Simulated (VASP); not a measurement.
A run of VASP 6.6.1 is set up as follows.

Contents of POSCAR:

```
Hf2Pd2Se2Br2O3
1.0
    5.6877675311     -0.0159955555     -0.0074857194
   -0.5320910851      5.8156103348     -0.0100440079
   -1.4757856243     -0.8896828737      6.5795642660
Hf Pd Se Br O
2 2 2 2 3
Direct
    0.7444910632      0.3935078617      0.3481498733
    0.2896573956      0.4542594908      0.5951011765
    0.9118023930      0.1384637833      0.8535921810
    0.2508413731      0.9017902851      0.3582481857
    0.6339618010      0.4054752921      0.9372500186
    0.6266753117      0.7801538787      0.5245056097
    0.8494840923      0.9893720416      0.1541724402
    0.2260537865      0.8222944329      0.8632857754
    0.9609842096      0.2906011753      0.5916566089
    0.4304614222      0.2428837047      0.4088297328
    0.0755971519      0.5811980538      0.3652283980
```

File INCAR.step1:

```
SYSTEM = Hf2Pd2Se2Br2O3
  PREC = Accurate
  ENCUT = 520
  ISMEAR = -1
  SIGMA = 0.05
  LREAL = .FALSE.
  LASPH = .TRUE.
  NELM = 80
  NBANDS = 53
  GGA = PE
  ALGO = Normal
  EDIFF = 1E-4
  LWAVE = .TRUE.
  LCHARG = .FALSE.
```

Contents of INCAR.step2:

```
SYSTEM = Hf2Pd2Se2Br2O3
  PREC = Accurate
  ENCUT = 520
  EDIFF = 1E-6
  ISMEAR = -1
  SIGMA = 0.05
  LREAL = .FALSE.
  LASPH = .TRUE.
  NELM = 80
  ALGO = Normal
  ISIF = 2
  LWAVE = .FALSE.
  LCHARG = .FALSE.
  METAGGA = R2SCAN
  LMIXTAU = .TRUE.
  IVDW = 13
  VDW_S6 = 1.0
  VDW_S8 = 0.6018749
  VDW_A1 = 0.51559235
  VDW_A2 = 5.77342911
  NBANDS = 53
  ISTART = 1
```

File KPOINTS:

```
Automatic mesh
0
G
  4 4 3
  0 0 0
```

Potentials or basis: VASP PAW PBE potentials, release 64 (Hf_pv, Pd, Se, Br, O).

Launch:

```sh
$ cat potpaw_PBE.64/Hf_pv/POTCAR potpaw_PBE.64/Pd/POTCAR potpaw_PBE.64/Se/POTCAR potpaw_PBE.64/Br/POTCAR potpaw_PBE.64/O/POTCAR > POTCAR
$ cp INCAR.step1 INCAR
$ mpirun -np 1 vasp_std > vasp.out
$ cp INCAR.step2 INCAR
$ mpirun -np 1 vasp_std > vasp.out
```

**Question.** What does it give for the band gap on the k mesh?

**Answer.** 0.45 eV (least direct gap 0.58 eV).

**Question.** What does it give for the dispersion energy per atom?

**Answer.** -0.097 eV.

**Question.** Predict the largest force.

**Answer.** 0.197 eV/Å.

**Question.** Predict the pressure.

**Answer.** -0.7 GPa.

Stress tensor (GPa, compression positive):
```
-0.89 -0.12 -0.02
-0.12 -0.56  0.01
-0.02  0.01 -0.62
```

Caveat: semilocal functionals underestimate gaps, and a narrow one can read as zero; the PAW data sets were made with another functional, which shifts forces and pressure a little; spin-orbit coupling is left out, which moves the levels of the heavy elements. A k mesh can miss the band edges.
